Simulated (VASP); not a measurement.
Crystal: HfC.

```
CELL_PARAMETERS angstrom
0.00000 2.32500 2.32500
2.32500 0.00000 2.32500
2.32500 2.32500 0.00000
ATOMIC_POSITIONS crystal
Hf 0.50000 0.50000 0.50000
C 0.00000 0.00000 0.00000
```

- Program: VASP 6.6.1
- Task: relaxation of cell and atoms
- Functional: PBEsol-based screened hybrid with 25 % exact exchange
- Potentials or basis: VASP PAW PBE potentials, release 64 (Hf_pv, C)
- Cutoff: 600 eV
- k mesh: 5 × 5 × 5
- Occupations: fermi-dirac, width 0.05 eV
- Spin: no spin polarisation

At the start: pressure -8.3 GPa; volume 12.57 Å³/atom.

Q: Where does the relaxation end?

A: Over 4 steps the energy falls by 10.8 meV/atom and the volume is 12.16 Å³/atom (-3.3 %); space group Fm-3m (No. 225, to 0.1 Å) before and after.

Step by step:
```csv
step,energy change (eV),largest force (eV/Å),pressure (GPa),volume (Å³)
1,0.0000,0.0000,-8.26,25.14
2,0.0600,0.0000,18.79,22.85
3,-0.0217,0.0000,-0.17,24.33
4,-0.0217,0.0000,-0.04,24.32
```

Final structure:
```
CELL_PARAMETERS angstrom
0.00000 2.29953 2.29953
2.29953 0.00000 2.29953
2.29953 2.29953 0.00000
ATOMIC_POSITIONS crystal
Hf 0.50000 0.50000 0.50000
C 0.00000 0.00000 0.00000
```

Caveat: the k points lie up to 0.47 Å⁻¹ apart in the final cell, too coarse for converged energies and pressures of a metal; the PAW data sets were made with another functional, which shifts forces and pressure a little.
